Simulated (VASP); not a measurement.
Set up this calculation in VASP 6.6.1, as the native input.

```yaml
Task: single point
Functional: PBE
Potentials_or_basis: VASP PAW PBE potentials, release 64 (Cd, S)
Cutoff: 520 eV
k_mesh: 7 × 7 × 2
Occupations: gaussian, width 0.05 eV
Spin: no spin polarisation
Dipole_correction: no
Further_INCAR_settings: ALGO = Normal; EDIFF = 1e-06; NBANDS = 46
```

The structure of CdS lies in POSCAR:

```
CdS
1.0
   -2.0985806452     -3.6348483013      0.0000000000
    2.0985806452     -3.6348483013      0.0000000000
    0.5246451613     -0.9087120753     13.6554617430
Cd S
4 4
Direct
    0.6666666667      0.4402096031      0.9058282541
    0.6666666667      0.5652096031      0.4058282541
    0.3333333333      0.2943762698      0.1558282541
    0.3333333333      0.1693762698      0.6558282541
    0.6666666667      0.6431237302      0.0941717459
    0.6666666667      0.5181237302      0.5941717459
    0.3333333333      0.2472903969      0.3441717459
    0.3333333333      0.1222903969      0.8441717459
```

This cell differs from its parent crystal: the part above a cut slid along it.

One way to write it, as run:

INCAR

```
SYSTEM = CdS
ALGO = Normal
EDIFF = 1E-6
ENCUT = 520
GGA = PE
ISIF = 2
ISMEAR = 0
LASPH = .TRUE.
LCHARG = .FALSE.
LREAL = .FALSE.
LWAVE = .FALSE.
NBANDS = 46
NELM = 80
PREC = Accurate
SIGMA = 0.05
```

KPOINTS

```
k-points
0
G
  7 7 2
  0 0 0
```

Potentials or basis: VASP PAW PBE potentials, release 64 (Cd, S).

Command:

```console
$ cat potpaw_PBE.64/Cd/POTCAR potpaw_PBE.64/S/POTCAR > POTCAR
$ mpirun -np 1 vasp_std > vasp.out
```

Results of the run:

```json
{
 "Pressure": "-0.1 GPa",
 "Largest force": "0.619 eV/Å",
 "Band gap on the k mesh": "0.92 eV"
}
```

Caveat: the cell differs from its parent crystal (the part above a cut slid along it).

Wall time 17 min on 1 thread of Intel Xeon 8259CL, with other jobs on the host, peak memory 0.55 GiB.
